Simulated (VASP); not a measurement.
Runs of VASP 6.6.1 on ZnCdF4. The structure is that of space group P4/mmm (No. 123), or close to it. The cells are those of the table. 

```csv
task,potentials or basis,cell,k mesh,cutoff (eV),second run,gap on the mesh (eV),pressure (GPa),relaxed volume (Å³/atom),largest force (eV/Å)
single point,"VASP PAW PBE potentials, release 64 (Zn, Cd, F)","a = 3.686, b = 3.686, c = 6.839 Å, 6 atoms",6 × 6 × 4,520,-,none,0.3,-,(b)
single point,"VASP PAW PBE potentials, release 64 (Zn, Cd, F)","a = 3.762, b = 3.762, c = 6.249 Å, 6 atoms",4 × 4 × 4,520,-,none,(a),-,2.00
single point,"VASP PAW PBE potentials, release 64 (Zn, Cd_sv_GW, F)","a = 3.694, b = 3.694, c = 6.829 Å, 6 atoms",4 × 4 × 4,600,valence_matched,none,0.1,-,0.01
relaxation of cell and atoms,"VASP PAW PBE potentials, release 64 (Zn, Cd, F)","relaxed from a = 3.686, b = 3.686, c = 6.839 Å, 6 atoms",10 × 10 × 6,600,-,none,0.0,15.51,0.01
relaxation of cell and atoms,"VASP PAW PBE potentials, release 64 (Zn, Cd, F)","relaxed from a = 3.694, b = 3.694, c = 6.829 Å, 6 atoms",6 × 6 × 4,600,-,none,0.0,15.50,0.03
relaxation of cell and atoms,"VASP PAW PBE potentials, release 64 (Zn, Cd, F)","relaxed from a = 3.762, b = 3.762, c = 6.249 Å, 6 atoms",4 × 4 × 4,600,-,none,0.3,15.50,0.01
single point,"VASP PAW PBE potentials, release 64 (Zn, Cd, F)","a = 3.694, b = 3.694, c = 6.829 Å, 6 atoms",4 × 4 × 4,520,-,none,0.4,-,-
```

Alike in all rows: level PBE; no spin polarisation; smearing gaussian 0.1 eV.

Q: Estimate the missing entries.

A: (a) 4.9; (b) 0.02.

Caveats: some runs use coarse meshes; forces of over 1 eV/Å act on the atoms, so gaps and moduli don't describe the material at rest (some runs).

A k mesh can miss the band edges, and the runs leave out spin-orbit coupling on Cd.

A gap of «none» marks levels without a gap at the run's occupations.

The runs don't all hold the same shells in valence.
